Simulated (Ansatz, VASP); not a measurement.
**One calculation of BaF2, two programs**

```
Ba F
1.0
     0.00000    3.10575    3.10575
     3.10575    0.00000    3.10575
     3.10575    3.10575    0.00000
Ba F
1 2
Direct
  0.00000 0.00000 0.00000
  0.25000 0.25000 0.25000
  0.75000 0.75000 0.75000
```

Alike in both runs: functional PBE; dispersion D4; k mesh 5 × 5 × 5; no spin polarisation.

Ansatz relaxed the structure, and its values are those at the end. VASP's run is a single point on that final structure, the one shown.

|  | VASP | Ansatz |
| --- | --- | --- |
| version | VASP 6.6.1 | Ansatz 0.2.0 |
| potentials or method | VASP PAW PBE potentials, release 64 (Ba_sv, F), cutoff 600 eV | plane waves, PAW |
| occupations | gaussian, width 0.01 eV | fixed |
| valence electrons in the cell | 24 | 24 |

```tsv
	VASP	Ansatz	Ansatz less VASP
pressure (GPa)	1.0	0.0	-0.97
```

Neither program's run includes spin-orbit coupling.
